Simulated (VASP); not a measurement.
Crystal: Mg.

```
CELL_PARAMETERS angstrom
3.20930 0.00000 0.00000
-1.60465 2.77934 0.00000
0.00000 0.00000 5.21030
ATOMIC_POSITIONS crystal
Mg 0.33333 0.66667 0.25000
Mg 0.66667 0.33333 0.75000
```

| Quantity | Value |
| --- | --- |
| Program | VASP 6.6.1 |
| Task | relaxation of cell and atoms |
| Functional | LDA |
| Potentials or basis | VASP PAW LDA potentials, release 64 (Mg) |
| Cutoff | 600 eV |
| k mesh | 7 × 7 × 4 |
| Occupations | gaussian, width 0.05 eV |
| Spin | no spin polarisation |

At the start: pressure -2.6 GPa; volume 23.24 Å³/atom.

Task: How do energy, volume and symmetry change on relaxing?

Result: Over 7 steps the energy falls by 21.2 meV/atom and the volume is 21.65 Å³/atom (-6.8 %); space group P6_3/mmc (No. 194, to 0.1 Å) before and after.

Step by step:
```csv
step,energy change (eV),largest force (eV/Å),pressure (GPa),volume (Å³)
1,0.0000,0.0000,-2.64,46.47
2,-0.0356,0.0000,-0.76,43.94
3,-0.0384,0.0000,-0.03,43.17
4,-0.0387,0.0000,0.22,42.92
5,-0.0387,0.0000,0.29,42.85
6,-0.0404,0.0000,0.16,43.01
7,-0.0423,0.0000,-0.05,43.29
```

Final structure:
```xyz
2
Lattice="3.0798 0.0000 0.0000 -1.5399 2.6672 0.0000 0.0000 0.0000 5.2703" Properties=species:S:1:pos:R:3 pbc="T T T"
Mg    0.0000    1.7781    1.3176
Mg    1.5399    0.8891    3.9527
```
